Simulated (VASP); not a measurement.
# Ga2As3 (I4/mmm) in VASP: single point with PBE

Aim: the single point of Ga2As3 with PBE.

All numbers are computed with VASP 6.6.1; they aren't measurements. Logs are shortened: lines on timing, memory, paths and dates and some standing lists are left out, and cuts for length are marked.

## (1) The cell of the first run

It takes space group I4/mmm (No. 139, tetragonal). Conventional cell: a = 5.181 Å, b = 5.181 Å, c = 10.191 Å, α = 90.00°, β = 90.00°, γ = 90.00°. Within 3.4 Å of Ga (site symmetry -4m2) lie 2 As at 2.55 Å. Within 3.4 Å of As (site symmetry mmm) lie 2 Ga at 2.55 Å and 2 As at 2.59 Å. Within 3.4 Å of As (site symmetry 4/mmm) lie 4 As at 2.59 Å.

The cell was built from a structure type or drawn by symmetry, and may not be a known phase.

## (2) Single point, PBE

Input file INCAR:

```
SYSTEM = Ga2As3
PREC = Accurate
ENCUT = 520
EDIFF = 1E-7
ISMEAR = 0
SIGMA = 0.1
LREAL = .False.
LASPH = .True.
NELM = 60
ALGO = Normal
ISIF = 2
LWAVE = .False.
LCHARG = .False.
GGA = PE
NBANDS = 28
```

Input file KPOINTS:

```
regular mesh
0
Gamma
  10 10 10
  0 0 0
```

Input file POSCAR:

```
Ga2As3
1.0
   -2.5906758276      2.5906758276      5.0956258888
    2.5906758276     -2.5906758276      5.0956258888
    2.5906758276      2.5906758276     -5.0956258888
Ga As
2 3
Direct
    0.7500000000      0.2500000000      0.5000000000
    0.2500000000      0.7500000000      0.5000000000
    0.5000000000      0.0000000000      0.5000000000
    0.0000000000      0.5000000000      0.5000000000
    0.5000000000      0.5000000000      0.0000000000
```

Potentials or basis: VASP PAW PBE potentials, release 64 (Ga_d, As).

On the command line:

```sh
cat potpaw_PBE.64/Ga_d/POTCAR potpaw_PBE.64/As/POTCAR > POTCAR
mpirun -np 1 vasp_std > vasp.out
```

OUTCAR:

```text
SYSTEM = Ga2As3
   PREC = Accurate
   ENCUT = 520
   EDIFF = 1E-7
   ISMEAR = 0
   LREAL = .False.
   LASPH = .True.
   NELM = 60
   ISIF = 2
   GGA = PE

 ion  position               nearest neighbor table
   1  0.750  0.250  0.500-   3 2.55   4 2.55
   2  0.250  0.750  0.500-   3 2.55   4 2.55
   3  0.500  0.000  0.500-   1 2.55   2 2.55   5 2.59   5 2.59
   4  0.000  0.500  0.500-   1 2.55   2 2.55   5 2.59   5 2.59
   5  0.500  0.500  0.000-   3 2.59   4 2.59   3 2.59   4 2.59

  LATTYP: Found a body centered tetragonal cell.
 ALAT       =     5.1813516552
 C/A-ratio  =     1.9669098829

  Lattice vectors:

 A1 = (  -2.5906758276,   2.5906758276,   5.0956258888)
 A2 = (   2.5906758276,  -2.5906758276,   5.0956258888)
 A3 = (   2.5906758276,   2.5906758276,  -5.0956258888)

Analysis of symmetry for initial positions (statically):
=====================================================================
 Subroutine PRICEL returns:
 Original cell was already a primitive cell.

 Routine SETGRP: Setting up the symmetry group for a
 body centered tetragonal supercell.

 Subroutine GETGRP returns: Found 16 space group operations
 (whereof 16 operations were pure point group operations)
 out of a pool of 16 trial point group operations.

The static configuration has the point symmetry D_4h.

Analysis of symmetry for dynamics (positions and initial velocities):
=====================================================================
 Subroutine PRICEL returns:
 Original cell was already a primitive cell.

 Routine SETGRP: Setting up the symmetry group for a
 body centered tetragonal supercell.

 Subroutine GETGRP returns: Found 16 space group operations
 (whereof 16 operations were pure point group operations)
 out of a pool of 16 trial point group operations.

The dynamic configuration has the point symmetry D_4h.

 Subroutine INISYM returns: Found 16 space group operations
 (whereof 16 operations are pure point group operations),
 and found     1 'primitive' translations

----------------------------------------------------------------------------------------

                                     Primitive cell

  volume of cell :     136.7992

  direct lattice vectors                    reciprocal lattice vectors
    -2.590675828  2.590675828  5.095625889     0.000000000  0.192999832  0.098123373
     2.590675828 -2.590675828  5.095625889     0.192999832  0.000000000  0.098123373
     2.590675828  2.590675828 -5.095625889     0.192999832  0.192999832  0.000000000

  length of vectors
     6.276034232  6.276034232  6.276034232     0.216511274  0.216511274  0.272942980

  position of ions in fractional coordinates (direct lattice)
     0.750000000  0.250000000  0.500000000
     0.250000000  0.750000000  0.500000000
     0.500000000  0.000000000  0.500000000
     0.000000000  0.500000000  0.500000000
     0.500000000  0.500000000  0.000000000

  ion indices of the primitive-cell ions
   primitive index   ion index
                 1           1
                 2           2
                 3           3
                 4           4
                 5           5

----------------------------------------------------------------------------------------

 KPOINTS: regular mesh

Automatic generation of k-mesh.
 Grid dimensions read from file:
 generate k-points for:   10   10   10

 Generating k-lattice:

  Cartesian coordinates                     Fractional coordinates (reciprocal lattice)
     0.000000000  0.019299983  0.009812337     0.100000000 -0.000000000  0.000000000
     0.019299983  0.000000000  0.009812337    -0.000000000  0.100000000  0.000000000
     0.019299983  0.019299983  0.000000000     0.000000000  0.000000000  0.100000000

  Length of vectors
     0.021651127  0.021651127  0.027294298

  Shift w.r.t. Gamma in fractional coordinates (k-lattice)
     0.000000000  0.000000000  0.000000000

 Subroutine IBZKPT returns following result:
 ===========================================

 Found    102 irreducible k-points:

 Following reciprocal coordinates:
            Coordinates               Weight
  0.000000  0.000000  0.000000      1.000000
  0.100000 -0.000000  0.000000      8.000000
  0.200000 -0.000000  0.000000      8.000000
  0.300000  0.000000  0.000000      8.000000
  0.400000  0.000000  0.000000      8.000000
  0.500000 -0.000000  0.000000      4.000000
[... 16 lines left out ...]
  0.300000  0.300000  0.000000      8.000000
  0.400000  0.300000  0.000000     16.000000
 [... further k-points ...]
   k-points           NKPTS =    102   k-points in BZ     NKDIM =    102   number of bands    NBANDS=     28
   number of dos      NEDOS =    301   number of ions     NIONS =      5
   total plane-waves  NPLWV = 110592
   dimension x,y,z NGX =    48 NGY =   48 NGZ =   48
   dimension x,y,z NGXF=    96 NGYF=   96 NGZF=   96
   ions per type =               2   3
   NGX,Y,Z   is equivalent  to a cutoff of  12.71, 12.71, 12.71 a.u.
   NGXF,Y,Z  is equivalent  to a cutoff of  25.43, 25.43, 25.43 a.u.
 SYSTEM =  Ga2As3
   PREC   = accura    normal or accurate (medium, high low for compatibility)
   ISTART =      0    job   : 0-new  1-cont  2-samecut
   ICHARG =      2    charge: 1-file 2-atom 10-const
   ISPIN  =      1    spin polarized calculation?
   LNONCOLLINEAR =      F non collinear calculations
   LSORBIT =      F    spin-orbit coupling
   LASPH  =      T    aspherical Exc in radial PAW
   ENCUT  =  520.0 eV  38.22 Ry    6.18 a.u.  11.67 11.67 11.67*2*pi/ulx,y,z
   NELM   =     60;   NELMIN=  2; NELMDL= -5     # of ELM steps
   EDIFF  = 0.1E-06   stopping-criterion for ELM
   LREAL  =      F    real-space projection
   EDIFFG = 0.1E-05   stopping-criterion for IOM
   NSW    =      0    number of steps for IOM
   IBRION =     -1    ionic relax: 0-MD 1-quasi-New 2-CG
   NFREE  =      0    steps in history (QN), initial steepest desc. (CG)
   ISIF   =      2    stress and relaxation
   ISYM   =      2    0-nonsym 1-usesym 2-fastsym
   POTIM  = 0.5000    time-step for ionic-motion
   TEBEG  =    0.0;   TEEND  =   0.0 temperature during run
   PSTRESS=    0.0 pullay stress
   NELECT =      41.0000    total number of electrons
   NUPDOWN=      -1.0000    fix difference up-down
   EMIN   =  10.00;   EMAX   =-10.00  energy-range for DOS
   EFERMI =   0.00;   METHOD = LEGACY
   ISMEAR =     0;   SIGMA  =   0.10  broadening in eV -4-tet -1-fermi 0-gaus
   EFERMI_NEDOS =   21; number of points for ismear=-14 and -15
   IALGO  =     38    algorithm
   IMIX   =      4    mixing-type and parameters
     AMIX     =   0.40;   BMIX     =  1.00
     AMIX_MAG =   1.60;   BMIX_MAG =  1.00
  volume/ion in A,a.u.               =      27.36       184.63
  Fermi-wavevector in a.u.,A,eV,Ry     =   1.095574  2.070334 16.330821  1.200282
  Thomas-Fermi vector in A             =   2.231900
   LORBIT       =      0    0 simple, 1 ext, 2 COOP (PROOUT), +10 PAW based schemes
   GGA     = PE    functional components
   LHFCALC =     F    Hartree Fock is set to
   AEXX    =    0.0000 exact exchange contribution
   IVDW    =     0    specifies the selected vdW correction
   LEPSILON=     F    determine dielectric tensor
   LRPA    =     F    only Hartree local field effects (RPA)
 non-spin polarized calculation
 Gauss-broadening in eV      SIGMA  =   0.10
  energy-cutoff  :      520.00
  volume of cell :      136.80
 maximum number of plane-waves:      3723
   NGX = 23   NGY = 23   NGZ = 23

 number of electron      41.0000007 magnetization

 Free energy of the ion-electron system (eV)
  ---------------------------------------------------
  ext. energy  EPLUGINS =         0.00000000
  ---------------------------------------------------
  free energy    TOTEN  =       -17.33353505 eV

  energy without entropy =      -17.32289644  energy(sigma->0) =      -17.32821574

 E-fermi :   2.8205     XC(G=0):  -8.8885

 val. band max:        2.8157702274   @ k =  -0.2000  -0.2000   0.1000
 cond. band min:       2.8405097540   @ k =  -0.1000  -0.3000   0.1000
 fundamental gap:      0.0247395266
 Fermi energy:         2.8205009179

 k-point     1 :       0.0000    0.0000    0.0000
  band No.  band energies     occupation
      1     -12.3498      2.00000
      2     -12.2923      2.00000
      3     -12.2737      2.00000
      4     -12.2552      2.00000
      5     -12.2474      2.00000
      6     -12.2334      2.00000
[... 20 lines left out ...]
     27       7.8665      0.00000
     28       8.1858      0.00000

 k-point     2 :       0.1000   -0.0000    0.0000
  band No.  band energies     occupation
      1     -12.3460      2.00000
      2     -12.2909      2.00000
      3     -12.2730      2.00000
      4     -12.2567      2.00000
      5     -12.2479      2.00000
      6     -12.2349      2.00000
[... 20 lines left out ...]
     27       8.0872      0.00000
     28       8.1526      0.00000

 k-point     3 :       0.2000   -0.0000    0.0000
  band No.  band energies     occupation
      1     -12.3359      2.00000
      2     -12.2868      2.00000
      3     -12.2710      2.00000
      4     -12.2611      2.00000
      5     -12.2496      2.00000
      6     -12.2392      2.00000
[... 20 lines left out ...]
     27       8.2517      0.00000
     28       8.4337      0.00000

 k-point     4 :       0.3000    0.0000    0.0000
  band No.  band energies     occupation
      1     -12.3217      2.00000
      2     -12.2805      2.00000
      3     -12.2684      2.00000
      4     -12.2678      2.00000
      5     -12.2522      2.00000
      6     -12.2459      2.00000
[... 578 lines left out ...]
     27       8.1366      0.00000
     28       8.3183      0.00000

 k-point    23 :       0.3000    0.3000    0.0000
  band No.  band energies     occupation
      1     -12.2934      2.00000
      2     -12.2911      2.00000
      3     -12.2703      2.00000
      4     -12.2641      2.00000
      5     -12.2548      2.00000
      6     -12.2522      2.00000
[... 20 lines left out ...]
     27       7.0994      0.00000
     28       7.7394      0.00000

 k-point    24 :       0.4000    0.3000    0.0000
  band No.  band energies     occupation
      1     -12.3029      2.00000
      2     -12.2835      2.00000
      3     -12.2627      2.00000
      4     -12.2614      2.00000
      5     -12.2571      2.00000
      6     -12.2566      2.00000
[... 20 lines left out ...]
     27       7.3360      0.00000
     28       7.4596      0.00000

 [... further k-points ...]

------------------------ aborting loop because EDIFF is reached ----------------------------------------

  FORCE on cell =-STRESS in cart. coord.  units (eV):
  Direction    XX          YY          ZZ          XY          YZ          ZX
  --------------------------------------------------------------------------------------
  -------------------------------------------------------------------------------------
  Total        0.0744551      0.0744551      0.1488273      0.0000000     -0.0000000      0.0000000
  in kB        0.8720093      0.8720093      1.7430486      0.0000000     -0.0000000      0.0000000
  external PRESSURE =       1.1623558 kB  Pullay stress =       0.0000000 kB

 VOLUME and BASIS-vectors are now :
 -----------------------------------------------------------------------------
  energy-cutoff  :      520.00
  volume of cell :      136.80
      direct lattice vectors                 reciprocal lattice vectors
    -2.590675828  2.590675828  5.095625889     0.000000000  0.192999832  0.098123373
     2.590675828 -2.590675828  5.095625889     0.192999832  0.000000000  0.098123373
     2.590675828  2.590675828 -5.095625889     0.192999832  0.192999832  0.000000000

 POSITION                                       TOTAL-FORCE (eV/Angst)
 -----------------------------------------------------------------------------------
      0.00000      2.59068      2.54781         0.000000     -0.000000      0.000000
      2.59068      0.00000      2.54781        -0.000000      0.000000     -0.000000
      0.00000      2.59068      0.00000         0.000000     -0.000000      0.000000
      2.59068      0.00000      0.00000         0.000000     -0.000000      0.000000
      0.00000      0.00000      5.09563         0.000000     -0.000000      0.000000
 -----------------------------------------------------------------------------------
    total drift:                                0.000000     -0.000000      0.000000

  FREE ENERGIE OF THE ION-ELECTRON SYSTEM (eV)
  ---------------------------------------------------
  free  energy   TOTEN  =       -17.3335350489 eV

  energy  without entropy=      -17.3228964388  energy(sigma->0) =      -17.32821574
```

Run time: 5.4 min. Hardware: 1 thread of Intel Xeon Platinum 8375C at 2.90GHz (Ice Lake), shared host; peak memory 0.53 GiB.

Results:

```yaml
Free_energy: -17.3335 eV
Pressure: 0.1 GPa
Band_gap_on_the_k_mesh: zero (an odd number of electrons rules out a gap without spin polarisation)
```

Levels at points of the mesh, in eV from the Fermi level:
```tsv
k point	band 19	band 20	band 21	band 22	band 23	band 24
(0.00, 0.00, 0.00)	-0.26	-0.26	-0.02	-0.02	0.35	3.76
(0.50, 0.00, 0.00)	-1.18	-0.77	-0.40	0.54	1.28	2.02
(0.50, 0.50, 0.00)	-0.35	0.31	0.48	0.64	1.03	1.22
(0.50, 0.50, 0.50)	-0.34	-0.34	-0.04	1.90	1.90	2.13
```
